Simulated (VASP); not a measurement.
Runs of VASP 6.6.1 on TiCo. The structure is that of space group Pm-3m (No. 221), or close to it. The cells are those of the table. 

```tsv
cell	gap on the mesh (eV)	pressure (GPa)	moment (μB)
a = 3.011 Å, 2 atoms	none	(b)	0.83
a = 2.986 Å, 2 atoms	none	-0.7	0.81
a = 2.910 Å, 2 atoms	none	13.9	0.65
a = 3.083 Å, 2 atoms	none	-13.2	0.87
a = 2.935 Å, 2 atoms	none	8.5	(a)
```

Alike in all rows: task single point; level PBE; potentials or basis VASP PAW PBE potentials, release 64 (Ti_sv, Co); spin collinear, ferromagnetic start; k mesh 10 × 10 × 10; cutoff (eV) 520; smearing fermi-dirac 0.1 eV.

Task: Fill in the values left out.

Result: (a) 0.73; (b) -4.4.

Caveats: the cell stands under tension (at least some runs); the cell stands under pressure (at least some runs).

A gap of «none» marks levels without a gap at the run's occupations.
